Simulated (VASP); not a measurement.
Set up this calculation in VASP 6.6.1, as the native input.

```yaml
Task: single point
Functional: r2SCAN
Potentials_or_basis: VASP PAW PBE potentials, release 64 (Pr)
Cutoff: 800 eV
k_mesh: 4 × 4 × 4
Occupations: gaussian, width 0.05 eV
Spin: no spin polarisation
Dipole_correction: no
Further_INCAR_settings: ALGO = Normal; EDIFF = 1e-06; NBANDS = 12
```

Crystal: Pr.

```xyz
1
Lattice="0.0000 2.6000 2.6000 2.6000 0.0000 2.6000 2.6000 2.6000 0.0000" Properties=species:S:1:pos:R:3 pbc="T T T"
Pr    0.0000    0.0000    0.0000
```

This isn't the form of Pr at room conditions, which is double hcp.

The input as run:

POSCAR

```
Pr
1.0
    0.0000000000      2.6000023400      2.6000023400
    2.6000023400      0.0000000000      2.6000023400
    2.6000023400      2.6000023400      0.0000000000
Pr
1
Direct
    0.0000000000      0.0000000000      0.0000000000
```

INCAR.step1

```
ALGO     = Normal         # electronic algorithm
EDIFF    = 1E-5           # SCF threshold, eV
ENCUT    = 800            # plane-wave cutoff, eV
GGA      = PE             # functional
GGA_COMPAT= F            
ISMEAR   = 0              # smearing method
LASPH    = T              # aspherical terms in the spheres
LCHARG   = F              # write CHGCAR
LMAXMIX  = 6              # l up to which the mixer works
LREAL    = F              # projectors in reciprocal space
LWAVE    = T              # write WAVECAR
NBANDS   = 12             # bands
NELM     = 200            # most SCF steps
PREC     = Accurate       # precision mode
SIGMA    = 0.05           # smearing width, eV
```

INCAR.step2

```
ALGO     = Normal         # electronic algorithm
EDIFF    = 1E-6           # SCF threshold, eV
ENCUT    = 800            # plane-wave cutoff, eV
GGA_COMPAT= F            
ISIF     = 2              # what is computed and relaxed
ISMEAR   = 0              # smearing method
ISTART   = 1            
LASPH    = T              # aspherical terms in the spheres
LCHARG   = T              # write CHGCAR
LELF     = T              # ELF
LMAXMIX  = 6              # l up to which the mixer works
LMIXTAU  = T            
LREAL    = F              # projectors in reciprocal space
LVHAR    = T            
LWAVE    = F              # write WAVECAR
METAGGA  = R2SCAN         # meta-GGA
NBANDS   = 12             # bands
NELM     = 200            # most SCF steps
PREC     = Accurate       # precision mode
SIGMA    = 0.05           # smearing width, eV
```

KPOINTS

```
k-points
0
Gamma
  4 4 4
```

Potentials or basis: VASP PAW PBE potentials, release 64 (Pr).

Command:

```bash
$ cat potpaw_PBE.64/Pr/POTCAR > POTCAR
$ cp INCAR.step1 INCAR
$ mpirun -np 1 vasp_std > vasp.out
$ cp INCAR.step2 INCAR
$ mpirun -np 1 vasp_std > vasp.out
```

It gave:

```
Pressure               : -4.7 GPa
Band gap on the k mesh : zero (an odd number of electrons rules out a gap without spin polarisation)
```

Caveat: the k points lie up to 0.52 Å⁻¹ apart, too coarse for converged energies and pressures of a metal; the PAW data sets were made with another functional, which shifts forces and pressure a little; spin-orbit coupling is left out, which moves the levels of the heavy elements; semilocal functionals describe open f shells poorly, which spoils levels, moments and volumes.

Run time: 2.3 min on 1 thread of Intel Xeon 8259CL, with other jobs on the host, peak memory 0.23 GiB.
